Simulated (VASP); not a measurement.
Wanted: the native input for a VASP 6.6.1 run.

```
Task                   : single point
Functional             : RPBE
Potentials or basis    : VASP PAW PBE potentials, release 64 (Se)
Cutoff                 : 520 eV
k mesh                 : 7 × 7 × 10
Occupations            : fermi-dirac, width 0.1 eV
Spin                   : no spin polarisation
Dipole correction      : no
Further INCAR settings : ALGO = Normal; EDIFF = 1e-06; NBANDS = 16
```

The structure of Se lies in POSCAR:

```
Se
1.0
    4.7097166520      0.0000000000      0.0000000000
   -2.3548583260      4.0787342653      0.0000000000
    0.0000000000      0.0000000000      3.4560259738
Se
3
Direct
    1.0000000000      0.0000000000      0.0000000000
    0.3333333333      0.6666666667      0.5000000000
    0.6666666667      0.3333333333      0.5000000000
```

This isn't the form of Se at room conditions, which is trigonal, of chains.

These files were run (other wordings do the same):

INCAR

```
SYSTEM = Se
  PREC = Accurate
  ENCUT = 520
  EDIFF = 1E-6
  ISMEAR = -1
  SIGMA = 0.1
  LREAL = .FALSE.
  LASPH = .TRUE.
  NELM = 100
  ALGO = Normal
  ISIF = 2
  LWAVE = .FALSE.
  LCHARG = .FALSE.
  GGA = RP
  NBANDS = 16
```

KPOINTS

```
regular mesh
0
G
  7 7 10
  0 0 0
```

Potentials or basis: VASP PAW PBE potentials, release 64 (Se).

Run with:

```sh
$ cat potpaw_PBE.64/Se/POTCAR > POTCAR
$ mpirun -np 1 vasp_std > vasp.out
```

Results of the run:

```
Pressure               : 0.0 GPa
Band gap on the k mesh : zero (bands 9 and 10 overlap by 2.86 eV)
```

Caveat: the PAW data sets were made with another functional, which shifts forces and pressure a little.

It took 19 s on 1 thread of Intel(R) Xeon(R) 6975P-C (Granite Rapids), on a shared host, peak memory 0.19 GiB.
